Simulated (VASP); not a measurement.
Here is a VASP 6.6.1 calculation.

Contents of INCAR:

```
SYSTEM = Mo
ALGO     = Fast           ! electronic algorithm
EDIFF    = 1E-6           ! SCF threshold, eV
ENCUT    = 520            ! plane-wave cutoff, eV
GGA      = PE             ! functional
ISIF     = 2              ! what is computed and relaxed
ISMEAR   = 0              ! smearing method
LASPH    = .TRUE.         ! aspherical terms in the spheres
LCHARG   = .FALSE.        ! write CHGCAR
LREAL    = .FALSE.        ! projectors in reciprocal space
LWAVE    = .FALSE.        ! write WAVECAR
NBANDS   = 13             ! bands
NELM     = 80             ! most SCF steps
PREC     = Accurate       ! precision mode
SIGMA    = 0.15           ! smearing width, eV
```

The input KPOINTS:

```
k-points
0
G
  22 22 22
  0 0 0
```

The input POSCAR:

```
Mo
1.0
   -1.5802339370      1.5802339370      1.5802339370
    1.5802339370     -1.5802339370      1.5802339370
    1.5802339370      1.5802339370     -1.5802339370
Mo
1
Direct
    0.0000000000      0.0000000000      0.0000000000
```

Potentials or basis: VASP PAW PBE potentials, release 64 (Mo_sv).

Run with:

```bash
$ cat potpaw_PBE.64/Mo_sv/POTCAR > POTCAR
$ mpirun -np 1 vasp_std > vasp.out
```

(1) Estimate the pressure.

(2) Estimate the band gap on the k mesh.

## Answers

(1) 0.6 GPa.

(2) zero (band 7 reaches 16.36 eV, above the bottom of band 8 at 11.09 eV).
